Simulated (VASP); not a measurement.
Here is a VASP 6.6.1 calculation.

POSCAR

```
GaP
1.0
    0.0000000000      2.7254102088      2.7254102088
    2.7254102088      0.0000000000      2.7254102088
    2.7254102088      2.7254102088      0.0000000000
Ga P
1 1
Direct
    0.0000000000      0.0000000000      0.0000000000
    0.2500000000      0.2500000000      0.2500000000
```

Contents of INCAR.step1:

```
ALGO = Normal ; EDIFF = 1E-4
ENCUT = 520 ; GGA = PE
ISMEAR = 0 ; LASPH = True
LCHARG = False ; LREAL = False
LWAVE = True ; NBANDS = 16
NELM = 60 ; PREC = Accurate
SIGMA = 0.01
```

The input INCAR.step2:

```
ALGO = Normal ; EDIFF = 1E-6
ENCUT = 520 ; ISIF = 2
ISMEAR = 0 ; ISTART = 1
LASPH = True ; LCHARG = True
LELF = True ; LMIXTAU = True
LREAL = False ; LVHAR = True
LWAVE = False ; METAGGA = R2SCAN
NBANDS = 16 ; NELM = 60
PREC = Accurate ; SIGMA = 0.01
```

KPOINTS

```
k-points
0
Gamma
  6 6 6
```

Potentials or basis: VASP PAW PBE potentials, release 64 (Ga_d, P).

Run with:

```console
$ cat potpaw_PBE.64/Ga_d/POTCAR potpaw_PBE.64/P/POTCAR > POTCAR
$ cp INCAR.step1 INCAR
$ mpirun -np 1 vasp_std > vasp.out
$ cp INCAR.step2 INCAR
$ mpirun -np 1 vasp_std > vasp.out
```

**Question.** What does it give for the pressure?

**Answer.** 0.0 GPa.

**Question.** Predict the band gap on the k mesh.

**Answer.** 1.91 eV, indirect (least direct gap 2.34 eV).

Caveat: the PAW data sets were made with another functional, which shifts forces and pressure a little.

**Measured values to compare with.**

“Stacking defects in GaP nanowires: Electronic structure and optical properties”, 2018, arxiv:1810.01194 quotes, for a bulk crystal of GaP at 10 K: band gap 2.34 eV (indirect).

Against the measured gap of GaP, 2.34 eV (indirect; 10 K; quoted in “Stacking defects in GaP nanowires: Electronic structure and optical properties”, 2018, arxiv:1810.01194), the calculated 1.91 eV is off by -0.43 eV. Spin-orbit coupling on Ga is left out. The value is that of r2SCAN on a finite k mesh, which can miss the band edges, without temperature or zero-point motion.
